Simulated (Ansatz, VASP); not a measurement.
# Two plane-wave programs on Cu

```
CELL_PARAMETERS angstrom
0.00000 1.82623 1.82623
1.82623 0.00000 1.82623
1.82623 1.82623 0.00000
ATOMIC_POSITIONS crystal
Cu 0.00000 0.00000 0.00000
```

Change from the starting cell: strain +0.025 along x and y, +0.025 along z, atoms carried along.

Alike in both runs: task single point; functional PBEsol; k mesh 28 × 28 × 28; occupations gaussian, width 0.15 eV; no spin polarisation.

|  | VASP | Ansatz |
| --- | --- | --- |
| version | VASP 6.6.1 | Ansatz 0.2.0 |
| potentials or method | VASP PAW PBE potentials, release 64 (Cu), cutoff 520 eV | scalar-relativistic, plane waves, PAW |
| valence electrons in the cell | 11 | 19 |

```tsv
	VASP	Ansatz	Ansatz less VASP
gap on the k mesh at the Fermi level (eV)	none	none	-
pressure (GPa)	-9.7	-10.3	-0.68
```

VASP's potentials were made for PBE, not for PBEsol. A gap of «none» marks a metal or a gap that the smearing closes. VASP's potentials hold 11 valence electrons a cell and Ansatz's 19, so a difference there can come from the potentials and not from the codes.
